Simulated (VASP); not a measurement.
# Ge (I4/mmm) in VASP: settings compared, part 2 of 2

VASP 6.6.1. The steps go on from the part before.

## Step 4: Relaxation of cell and atoms, RPBE+D4

This run uses another cell than the first one, of 19.38 Å³/atom, 0.862 times its volume.

The input, INCAR:

```
SYSTEM = Ge
PREC = Accurate
ENCUT = 600
EDIFF = 1E-7
ISMEAR = -1
SIGMA = 0.05
LREAL = .FALSE.
LASPH = .TRUE.
NELM = 60
ALGO = Normal
ISIF = 3
LWAVE = .FALSE.
LCHARG = .FALSE.
GGA = RP
IVDW = 13
IBRION = 2
NSW = 60
EDIFFG = -0.01
```

The input, KPOINTS:

```
Automatic mesh
0
G
  12 12 12
  0 0 0
```

The input, POSCAR:

```
Ge
1.0
   -1.6084200000      1.6084200000      1.8731800000
    1.6084200000     -1.6084200000      1.8731800000
    1.6084200000      1.6084200000     -1.8731800000
Ge
1
Direct
    0.5000000000      0.5000000000      0.0000000000
```

Potentials or basis: VASP PAW PBE potentials, release 64 (Ge_d).

Started as:

```sh
$ cat potpaw_PBE.64/Ge_d/POTCAR > POTCAR
$ mpirun -np 1 vasp_std > vasp.out
```

OUTCAR:

```text
SYSTEM = Ge
   PREC = Accurate
   ENCUT = 600
   EDIFF = 1E-7
   ISMEAR = -1
   LREAL = .FALSE.
   LASPH = .TRUE.
   NELM = 60
   ISIF = 3
   GGA = RP
   IVDW = 13
   IBRION = 2
   NSW = 60
   EDIFFG = -0.01

 ion  position               nearest neighbor table
   1  0.500  0.500  0.000-

  LATTYP: Found a body centered tetragonal cell.
 ALAT       =     3.2168400000
 C/A-ratio  =     1.1646087465

  Lattice vectors:

 A1 = (  -1.6084200000,   1.6084200000,   1.8731800000)
 A2 = (   1.6084200000,  -1.6084200000,   1.8731800000)
 A3 = (   1.6084200000,   1.6084200000,  -1.8731800000)

Analysis of symmetry for initial positions (statically):
=====================================================================
 Subroutine PRICEL returns:
 Original cell was already a primitive cell.

 Routine SETGRP: Setting up the symmetry group for a
 body centered tetragonal supercell.

 Subroutine GETGRP returns: Found 16 space group operations
[... 442 lines left out ...]
  free energy    TOTEN  =        -3.79258184 eV

  energy without entropy =       -3.78809303  energy(sigma->0) =       -3.79033743

 E-fermi :   7.3398     XC(G=0): -11.3439

 val. band max:        7.3223264699   @ k =  -0.3333  -0.3333   0.2500
 cond. band min:       7.3429855960   @ k =  -0.4167  -0.4167   0.4167
 fundamental gap:      0.0206591260
 Fermi energy:         7.3398199033

 k-point     1 :       0.0000    0.0000    0.0000
  band No.  band energies     occupation
      1     -17.5926      2.00000
      2     -17.5926      2.00000
      3     -17.5725      2.00000
      4     -17.5306      2.00000
      5     -17.4873      2.00000
      6      -6.1821      2.00000
      7      16.4452      0.00000
      8      16.7942      0.00000
      9      16.7942      0.00000
     10      21.5122      0.00000
     11      21.5122      0.00000
[... 309 lines left out ...]
 k-point    24 :      -0.4167    0.1667   -0.0000
  band No.  band energies     occupation
      1     -17.6024      2.00000
      2     -17.5703      2.00000
      3     -17.5234      2.00000
      4     -17.5050      2.00000
      5     -17.4773      2.00000
      6      -2.5079      2.00000
      7       5.8018      2.00000
      8      10.1385      0.00000
      9      13.0823      0.00000
     10      18.2087      0.00000
     11      21.0576      0.00000

 [... further k-points ...]

------------------------ aborting loop because EDIFF is reached ----------------------------------------

  DFT-D4 for vdW energy calculation

  Edisp (eV):   -0.76361
[... 24 lines left out ...]
  FREE ENERGIE OF THE ION-ELECTRON SYSTEM (eV)
  ---------------------------------------------------
  free  energy   TOTEN  =        -4.5561921946 eV

  energy  without entropy=       -4.5517033860  energy(sigma->0) =       -4.55394779

 reached required accuracy - stopping structural energy minimisation
```

CONTCAR:

```text
Ge
   1.00000000000000
    -1.5825709331539366    1.5825709331539368    1.8285756003861087
     1.5825709331539366   -1.5825709331539364    1.8285756003861091
     1.5825709331539366    1.5825709331539364   -1.8285756003861091
  Ge
     1
Direct
     0.5000000000000000    0.5000000000000000    0.0000000000000000

  0.00000000E+00  0.00000000E+00  0.00000000E+00
```

Wall time 51 s (1 thread of Intel Xeon 6975P-C (Granite Rapids), shared host); peak memory 0.18 GiB.

Results:

```
Free energy                            : -4.5562 eV
Relaxed volume                         : 18.32 Å³/atom
Relaxed cell                           : a = 2.890 Å, b = 2.890 Å, c = 2.890 Å, α = 113.60°, β = 113.60°, γ = 101.50°
Space group after relaxing (to 0.05 Å) : I4/mmm (No. 139)
Energy gained by relaxing              : 10.8 meV/atom
Ionic steps                            : 8
Pressure after relaxing                : 0.0 GPa
Band gap on the k mesh                 : zero (band 7 reaches 16.45 eV, above the bottom of band 8 at 4.29 eV)
Dispersion energy per atom             : -0.764 eV
```

Step by step:
```csv
step,energy change (eV),largest force (eV/Å),pressure (GPa),volume (Å³)
1,0.0000,0.0000,-3.24,19.38
2,-0.0107,0.0000,0.04,18.31
3,-0.0107,0.0000,0.15,18.32
4,-0.0107,0.0000,-0.02,18.37
5,-0.0107,0.0000,0.04,18.35
6,-0.0107,0.0000,0.01,18.34
7,-0.0107,0.0000,0.04,18.34
8,-0.0108,0.0000,0.03,18.32
```

Final structure:
```
CELL_PARAMETERS angstrom
-1.58257 1.58257 1.82858
1.58257 -1.58257 1.82858
1.58257 1.58257 -1.82858
ATOMIC_POSITIONS crystal
Ge 0.50000 0.50000 0.00000
```

Caveat: the PAW data sets were made with another functional, which shifts forces and pressure a little; pairwise dispersion overbinds metals, which lowers pressure and volume.

## Step 5: Relaxation of cell and atoms, revPBE+D3(BJ)

This run uses another cell than the first one, of 19.38 Å³/atom, 0.862 times its volume.

The input, INCAR:

```
SYSTEM = Ge
PREC = Accurate
ENCUT = 600
EDIFF = 1E-6
ISMEAR = -1
SIGMA = 0.05
LREAL = .False.
LASPH = .True.
NELM = 100
ALGO = Normal
ISIF = 3
LWAVE = .False.
LCHARG = .False.
GGA = RE
IVDW = 12
IBRION = 2
NSW = 60
EDIFFG = -0.01
```

The input, KPOINTS:

```
Automatic mesh
0
Gamma
  12 12 12
  0 0 0
```

POSCAR is that of step 4.

Started as:

```sh
$ cat potpaw_PBE.64/Ge_d/POTCAR > POTCAR
$ mpirun -np 1 vasp_std > vasp.out
```

Run time: 16 s. Hardware: 1 thread of Intel Xeon 6975P-C (Granite Rapids), shared host; peak memory 0.18 GiB.

Results (log left out):

```
Free energy                            : -4.5426 eV
Relaxed volume                         : 18.16 Å³/atom
Relaxed cell                           : a = 2.884 Å, b = 2.884 Å, c = 2.884 Å, α = 113.96°, β = 113.96°, γ = 100.83°
Space group after relaxing (to 0.05 Å) : I4/mmm (No. 139)
Energy gained by relaxing              : 14.1 meV/atom
Ionic steps                            : 2
Pressure after relaxing                : 0.0 GPa
Band gap on the k mesh                 : zero (band 7 reaches 16.58 eV, above the bottom of band 8 at 4.35 eV)
Dispersion energy per atom             : -0.694 eV
```

Stress tensor (GPa, compression positive):
```
 0.06  0.00  0.00
 0.00  0.06  0.00
 0.00  0.00 -0.05
```

The path:
```csv
step,energy change (eV),largest force (eV/Å),pressure (GPa),volume (Å³)
1,0.0000,0.0000,-3.69,19.38
2,-0.0141,0.0000,0.02,18.16
```

Final structure:
```yaml
crystal:
  lattice:
    - [-1.57171, 1.57171, 1.83776]
    - [1.57171, -1.57171, 1.83776]
    - [1.57171, 1.57171, -1.83776]
  atoms:
    - { symbol: Ge, position: [0.50000, 0.50000, 0.00000] }
```

Levels at points of the mesh, in eV from the Fermi level:
```csv
k point,band 4,band 5,band 6,band 7,band 8,band 9,band 10,band 11
"(0.00, 0.00, 0.00)",-24.88,-24.83,-13.62,9.15,9.50,9.50,14.19,14.19
"(0.50, 0.00, 0.00)",-24.83,-24.79,-7.94,-5.85,5.40,7.72,10.72,10.88
"(0.50, 0.50, 0.00)",-24.82,-24.78,-6.74,-5.26,3.23,4.73,7.84,7.93
"(0.50, 0.50, 0.50)",-24.79,-24.79,-3.32,-2.77,0.70,0.70,4.41,5.14
```

Caveat: the PAW data sets were made with another functional, which shifts forces and pressure a little; pairwise dispersion overbinds metals, which lowers pressure and volume.

## Step 6: Summary

| task | level | cell | cutoff (eV) | gap on the mesh (eV) | pressure (GPa) | relaxed volume (Å³/atom) |
| --- | --- | --- | --- | --- | --- | --- |
| single point | BLYP+D4 | a = 3.107 Å, angles 115.1, 115.1, 98.7°, 1 atom | 520 | none | 0.1 | - |
| single point | BLYP+D3(BJ) | a = 3.162 Å, angles 115.6, 115.6, 97.8°, 1 atom | 520 | none | 0.0 | - |
| relaxation of cell and atoms | RPBE+D4 | relaxed from a = 2.947 Å, angles 113.8, 113.8, 101.1°, 1 atom | 600 | none | 0.0 | 18.32 |
| relaxation of cell and atoms | revPBE+D3(BJ) | relaxed from a = 2.947 Å, angles 113.8, 113.8, 101.1°, 1 atom | 600 | none | 0.0 | 18.16 |

Alike in all rows: potentials or basis VASP PAW PBE potentials, release 64 (Ge_d); no spin polarisation; k mesh 12 × 12 × 12; smearing fermi-dirac 0.05 eV.

Caveats: the PAW data sets were made with another functional, which shifts forces and pressure a little; pairwise dispersion overbinds metals, which lowers pressure and volume.

Absolute energies hang on the potentials; compare differences alone.
